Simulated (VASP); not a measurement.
# LiF (Pm-3m) in VASP: further runs

The runs below take LiF through relaxation of cell and atoms, single point, with LDA, RPBE+D3(BJ).

Program: VASP 6.6.1. These are calculated values, not measurements. Logs are shortened: lines on timing, memory, paths and dates and some standing lists are left out, and cuts for length are marked.

### 1 The cell of the first run

Symmetry: Pm-3m, No. 221, cubic system. The conventional cell has a = 2.560 Å, b = 2.560 Å, c = 2.560 Å, α = 90.00°, β = 90.00°, γ = 90.00°. F (site symmetry m-3m) has 8 Li at 2.22 Å and 6 F at 2.56 Å within 2.9 Å. Li (site symmetry m-3m) has 8 F at 2.22 Å and 6 Li at 2.56 Å within 2.9 Å.

### 2 Relaxation of cell and atoms, LDA

File INCAR:

```
SYSTEM = LiF
ALGO = Normal
EDIFF = 1E-7
EDIFFG = -0.02
ENCUT = 600
GGA = CA
IBRION = 2
ISIF = 3
ISMEAR = 0
LASPH = .True.
LCHARG = .False.
LREAL = .False.
LWAVE = .False.
NELM = 60
NSW = 80
PREC = Accurate
SIGMA = 0.1
```

File KPOINTS:

```
k-points
0
Gamma
  10 10 10
  0 0 0
```

File POSCAR:

```
LiF
1.0
    2.5595330000      0.0000000000      0.0000000000
    0.0000000000      2.5595330000      0.0000000000
    0.0000000000      0.0000000000      2.5595330000
F Li
1 1
Direct
    0.5000000000      0.5000000000      0.5000000000
    0.0000000000      0.0000000000      0.0000000000
```

Potentials or basis: VASP PAW LDA potentials, release 64 (F, Li_sv).

Command:

```console
$ cat potpaw_LDA.64/F/POTCAR potpaw_LDA.64/Li_sv/POTCAR > POTCAR
$ mpirun -np 1 vasp_std > vasp.out
```

OUTCAR:

```text
SYSTEM = LiF
   EDIFF = 1E-7
   EDIFFG = -0.02
   ENCUT = 600
   GGA = CA
   IBRION = 2
   ISIF = 3
   ISMEAR = 0
   LASPH = .True.
   LREAL = .False.
   NELM = 60
   NSW = 80
   PREC = Accurate

 ion  position               nearest neighbor table
   1  0.500  0.500  0.500-   2 2.22   2 2.22   2 2.22   2 2.22   2 2.22   2 2.22   2 2.22   2 2.22

   2  0.000  0.000  0.000-   1 2.22   1 2.22   1 2.22   1 2.22   1 2.22   1 2.22   1 2.22   1 2.22

  LATTYP: Found a simple cubic cell.
 ALAT       =     2.5595330000

  Lattice vectors:

 A1 = (   2.5595330000,   0.0000000000,   0.0000000000)
 A2 = (   0.0000000000,   2.5595330000,   0.0000000000)
 A3 = (   0.0000000000,   0.0000000000,   2.5595330000)

Analysis of symmetry for initial positions (statically):
=====================================================================
 Subroutine PRICEL returns:
 Original cell was already a primitive cell.

 Routine SETGRP: Setting up the symmetry group for a
 simple cubic supercell.

 Subroutine GETGRP returns: Found 48 space group operations
 (whereof 48 operations were pure point group operations)
 out of a pool of 48 trial point group operations.

The static configuration has the point symmetry O_h .

Analysis of symmetry for dynamics (positions and initial velocities):
=====================================================================
 Subroutine PRICEL returns:
 Original cell was already a primitive cell.

 Routine SETGRP: Setting up the symmetry group for a
 simple cubic supercell.

 Subroutine GETGRP returns: Found 48 space group operations
 (whereof 48 operations were pure point group operations)
 out of a pool of 48 trial point group operations.

The dynamic configuration has the point symmetry O_h .

 Subroutine INISYM returns: Found 48 space group operations
 (whereof 48 operations are pure point group operations),
 and found     1 'primitive' translations

----------------------------------------------------------------------------------------

                                     Primitive cell

  volume of cell :      16.7680

  direct lattice vectors                    reciprocal lattice vectors
     2.559533000  0.000000000  0.000000000     0.390696272  0.000000000  0.000000000
     0.000000000  2.559533000  0.000000000     0.000000000  0.390696272  0.000000000
     0.000000000  0.000000000  2.559533000     0.000000000  0.000000000  0.390696272

  length of vectors
[... 93 lines left out ...]
   NELECT =      10.0000    total number of electrons
   NUPDOWN=      -1.0000    fix difference up-down
   EMIN   =  10.00;   EMAX   =-10.00  energy-range for DOS
   EFERMI =   0.00;   METHOD = LEGACY
   ISMEAR =     0;   SIGMA  =   0.10  broadening in eV -4-tet -1-fermi 0-gaus
   EFERMI_NEDOS =   21; number of points for ismear=-14 and -15
   IALGO  =     38    algorithm
   IMIX   =      4    mixing-type and parameters
     AMIX     =   0.40;   BMIX     =  1.00
     AMIX_MAG =   1.60;   BMIX_MAG =  1.00
  volume/ion in A,a.u.               =       8.38        56.58
  Fermi-wavevector in a.u.,A,eV,Ry     =   1.377994  2.604032 25.835673  1.898868
  Thomas-Fermi vector in A             =   2.503097
   LORBIT       =      0    0 simple, 1 ext, 2 COOP (PROOUT), +10 PAW based schemes
   GGA     = CA    functional components
   LHFCALC =     F    Hartree Fock is set to
   AEXX    =    0.0000 exact exchange contribution
   IVDW    =     0    specifies the selected vdW correction
   LEPSILON=     F    determine dielectric tensor
   LRPA    =     F    only Hartree local field effects (RPA)
 conjugate gradient relaxation of ions
 non-spin polarized calculation
 Gauss-broadening in eV      SIGMA  =   0.10
  energy-cutoff  :      600.00
  volume of cell :       16.77
 maximum number of plane-waves:       587
   NGX = 11   NGY = 11   NGZ = 11

--------------------------------------- Ionic step        1  -------------------------------------------

 number of electron      10.0000016 magnetization

 Free energy of the ion-electron system (eV)
  ---------------------------------------------------
  ext. energy  EPLUGINS =         0.00000000
  ---------------------------------------------------
  free energy    TOTEN  =        -9.87139343 eV

  energy without entropy =       -9.87139343  energy(sigma->0) =       -9.87139343

------------------------ aborting loop because EDIFF is reached ----------------------------------------

  FORCE on cell =-STRESS in cart. coord.  units (eV):
  Direction    XX          YY          ZZ          XY          YZ          ZX
  --------------------------------------------------------------------------------------
  -------------------------------------------------------------------------------------
  Total       -0.8643965     -0.8643965     -0.8643965      0.0000000      0.0000000      0.0000000
  in kB      -82.5926450    -82.5926450    -82.5926450      0.0000000      0.0000000      0.0000000
  external PRESSURE =     -82.5926450 kB  Pullay stress =       0.0000000 kB
[... 95 lines left out ...]
--------------------------------------- Ionic step        4  -------------------------------------------

 number of electron       9.9999991 magnetization

 Free energy of the ion-electron system (eV)
  ---------------------------------------------------
  ext. energy  EPLUGINS =         0.00000000
  ---------------------------------------------------
  free energy    TOTEN  =        -9.92642411 eV

  energy without entropy =       -9.92642411  energy(sigma->0) =       -9.92642411

 E-fermi :   1.3535     XC(G=0): -11.1868

 val. band max:        0.7331099290   @ k =   0.5000   0.5000   0.0000
 cond. band min:       9.1136375216   @ k =   0.0000   0.0000   0.0000
 fundamental gap:      8.3805275926
 Fermi energy:         1.3535072256

 k-point     1 :       0.0000    0.0000    0.0000
  band No.  band energies     occupation
      1     -40.8293      2.00000
      2     -20.2341      2.00000
      3      -0.0908      2.00000
      4      -0.0908      2.00000
      5      -0.0908      2.00000
      6       9.1136      0.00000
      7      19.8709      0.00000
      8      19.8709      0.00000
      9      22.6514      0.00000
[... 265 lines left out ...]
 k-point    24 :       0.3000    0.1000    0.1000
  band No.  band energies     occupation
      1     -40.7592      2.00000
      2     -19.7432      2.00000
      3      -2.4584      2.00000
      4      -0.2365      2.00000
      5      -0.0697      2.00000
      6      10.7896      0.00000
      7      16.1167      0.00000
      8      18.9198      0.00000
      9      22.3015      0.00000

 [... further k-points ...]
[... 5 lines left out ...]
  --------------------------------------------------------------------------------------
  -------------------------------------------------------------------------------------
  Total        0.0046040      0.0046040      0.0046040      0.0000000      0.0000000     -0.0000000
  in kB        0.4967486      0.4967486      0.4967486      0.0000000      0.0000000     -0.0000000
  external PRESSURE =       0.4967486 kB  Pullay stress =       0.0000000 kB
[... 17 lines left out ...]
  FREE ENERGIE OF THE ION-ELECTRON SYSTEM (eV)
  ---------------------------------------------------
  free  energy   TOTEN  =        -9.9264241126 eV

  energy  without entropy=       -9.9264241126  energy(sigma->0) =       -9.92642411

 reached required accuracy - stopping structural energy minimisation
```

OSZICAR:

```text
N       E                     dE             d eps       ncg     rms          rms(c)
DAV:   1     0.352484494368E+02    0.35248E+02   -0.60434E+03  1024   0.125E+03
[... 32 lines left out ...]
       N       E                     dE             d eps       ncg     rms          rms(c)
DAV:   1    -0.992987567570E+01   -0.35868E-02   -0.69683E-02  1010   0.275E+00    0.482E-01
DAV:   2    -0.992654919195E+01    0.33265E-02   -0.20329E-02  1030   0.118E+00    0.928E-02
DAV:   3    -0.992646523252E+01    0.83959E-04   -0.12761E-04  1249   0.132E-01    0.531E-02
DAV:   4    -0.992642401588E+01    0.41217E-04   -0.45193E-05  1512   0.645E-02    0.321E-03
DAV:   5    -0.992642405474E+01   -0.38864E-07   -0.13795E-06  1043   0.138E-02    0.116E-03
DAV:   6    -0.992642411265E+01   -0.57902E-07   -0.11402E-07   979   0.331E-03
   4 F= -.99264241E+01 E0= -.99264241E+01  d E =-.550307E-01
```

CONTCAR:

```text
LiF
   1.00000000000000
     2.4579329872495985    0.0000000000000000    0.0000000000000000
     0.0000000000000000    2.4579329872495985    0.0000000000000000
    -0.0000000000000000    0.0000000000000000    2.4579329872495985
  F               Li
     1     1
Direct
     0.5000000000000000    0.5000000000000000    0.5000000000000000
     0.0000000000000000    0.0000000000000000    0.0000000000000000

  0.00000000E+00  0.00000000E+00  0.00000000E+00
  0.00000000E+00  0.00000000E+00  0.00000000E+00
```

Run time: 13 s. Hardware: 1 thread of Intel Xeon Platinum 8488C (Sapphire Rapids), shared host; peak memory 0.12 GiB.

Results:

- Free energy: -9.9264 eV
- Relaxed volume: 7.42 Å³/atom
- Relaxed cell: a = 2.458 Å, b = 2.458 Å, c = 2.458 Å, α = 90.00°, β = 90.00°, γ = 90.00°
- Space group after relaxing (to 0.05 Å): Pm-3m (No. 221)
- Energy gained by relaxing: 27.5 meV/atom
- Ionic steps: 4
- Pressure after relaxing: 0.0 GPa
- Band gap on the k mesh: 8.38 eV, indirect (least direct gap 9.20 eV)

The path:
```
step  energy change (eV)  largest force (eV/Å)  pressure (GPa)  volume (Å³)
   1              0.0000                0.0000           -8.26        16.77
   2             -0.0418                0.0000           -4.55        15.74
   3             -0.0549                0.0000           -0.51        14.94
   4             -0.0550                0.0000            0.05        14.85
```

Final structure:
```xyz
2
Lattice="2.4579 0.0000 0.0000 0.0000 2.4579 0.0000 0.0000 0.0000 2.4579" Properties=species:S:1:pos:R:3 pbc="T T T"
F     1.2290    1.2290    1.2290
Li    0.0000    0.0000    0.0000
```

Caveat: the cutoff is under 1.25 times the usual one of these potentials, so pressure, stress and relaxed cells hold a basis-set (Pulay) error.

### 3 Single point, RPBE+D3(BJ)

This run uses another cell than the first one, of 7.21 Å³/atom, 0.860 times its volume.

File INCAR:

```
ALGO = Normal
EDIFF = 1E-7
ENCUT = 520
GGA = RP
ISIF = 2
ISMEAR = -1
IVDW = 12
LASPH = T
LCHARG = F
LREAL = F
LWAVE = F
NBANDS = 12
NELM = 80
PREC = Accurate
SIGMA = 0.05
```

File KPOINTS:

```
k-points
0
Gamma
  10 10 10
```

File POSCAR:

```
LiF
1.0
    2.4340319107      0.0000000000      0.0000000000
    0.0000000000      2.4340319107      0.0000000000
    0.0000000000      0.0000000000      2.4340319107
F Li
1 1
Direct
    0.5000000000      0.5000000000      0.5000000000
    0.0000000000      0.0000000000      0.0000000000
```

Potentials or basis: VASP PAW PBE potentials, release 64 (F, Li_sv).

Command:

```console
$ cat potpaw_PBE.64/F/POTCAR potpaw_PBE.64/Li_sv/POTCAR > POTCAR
$ mpirun -np 1 vasp_std > vasp.out
```

It took 6.9 s on 1 thread of Intel Xeon Platinum 8259CL at 2.50GHz (Skylake/Cascade Lake), shared host; peak memory 0.13 GiB.

It converged, with:

```
Free energy                : -10.1066 eV
Band gap on the k mesh     : 9.10 eV, indirect (least direct gap 9.93 eV)
Dispersion energy per atom : -0.821 eV
```

Levels at points of the mesh, in eV from the valence-band top:
| k point | band 2 | band 3 | band 4 | band 5 | band 6 | band 7 | band 8 | band 9 |
| --- | --- | --- | --- | --- | --- | --- | --- | --- |
| (0.00, 0.00, 0.00) | -21.59 | -0.83 | -0.83 | -0.83 | 9.10 | 19.96 | 19.96 | 23.17 |
| (0.50, 0.00, 0.00) | -21.00 | -4.36 | -0.34 | -0.34 | 10.19 | 16.01 | 22.11 | 22.11 |
| (0.50, 0.50, 0.00) | -20.27 | -3.95 | -3.95 | 0.00 | 14.61 | 15.17 | 15.17 | 21.23 |
| (0.50, 0.50, 0.50) | -19.67 | -2.76 | -2.76 | -2.76 | 11.78 | 11.78 | 11.78 | 26.69 |

Caveat: the cutoff is under 1.25 times the usual one of these potentials, so pressure, stress and relaxed cells hold a basis-set (Pulay) error; the PAW data sets were made with another functional, which shifts forces and pressure a little.
